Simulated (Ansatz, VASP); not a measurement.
# Two plane-wave programs on H

Contents of INCAR:

```
ALGO = Normal
EDIFF = 1E-8
ENCUT = 400
GGA = PS
GGA_COMPAT = False
ISIF = 2
ISMEAR = -1
LASPH = True
LCHARG = False
LEFG = True
LREAL = False
LWAVE = False
NBANDS = 8
NELM = 120
PREC = Accurate
SIGMA = 0.03
```

KPOINTS

```
k-points
0
Gamma
  13 13 7
```

The input POSCAR:

```
H
1.0
    2.0149994853      0.0000000000      0.0000000000
   -1.0074997427      1.7450407429      0.0000000000
    0.0000000000      0.0000000000      3.2370000000
H
2
Direct
    0.3333333333      0.6666666667      0.2500000000
    0.6666666667      0.3333333333      0.7500000000
```

Input for Ansatz:

```yaml
crystal:
  lattice:
    - [2.0149994853, 0.0, 0.0]
    - [-1.0074997427, 1.7450407429, 0.0]
    - [0.0, 0.0, 3.237]
  atoms:
    - { symbol: H, position: [0.3333333333, 0.6666666667, 0.25] }
    - { symbol: H, position: [0.6666666667, 0.3333333333, 0.75] }
kpoints:
  mp_grid: { grid: [13, 13, 7] }
  band_path:
    path:
      - [0.0, 0.0, 0.0]
      - [0.5, 0.0, 0.0]
      - [0.3333333333, 0.3333333333, 0.0]
      - [0.0, 0.0, 0.0]
      - [0.0, 0.0, 0.5]
      - [0.5, 0.0, 0.5]
      - [0.3333333333, 0.3333333333, 0.5]
      - [0.0, 0.0, 0.5]
      - [0.5, 0.0, 0.5]
    npoints: 5
scf:
  occupations: { method: fermi_dirac, width: 0.03 }
hamiltonian:
  xc: pbesol
  pseudopotentials: { kind: paw }
output:
  forces: true
  stress: true
  eigenvalues: true
  efg: { contact_densities: true }
```

Alike in both runs: task electric field gradients; functional PBEsol; k mesh 13 × 13 × 7; occupations fermi-dirac, width 0.03 eV; no spin polarisation.

```csv
,VASP,Ansatz
version,VASP 6.6.1,Ansatz 0.2.0
potentials or method,"VASP PAW PBE potentials, release 64 (H)","PAW with Ansatz's default frozen-core files, scalar-relativistic"
plane-wave cutoff (eV),400,420
valence electrons in the cell,2,2
```

```csv
,VASP,Ansatz,Ansatz less VASP
pressure (GPa),-26.2,-25.3,+0.94
"traceless stress, the component that is largest in VASP (GPa)",-2.06,-2.13,-0.071
```

VASP's potentials were made for PBE, not for PBEsol.
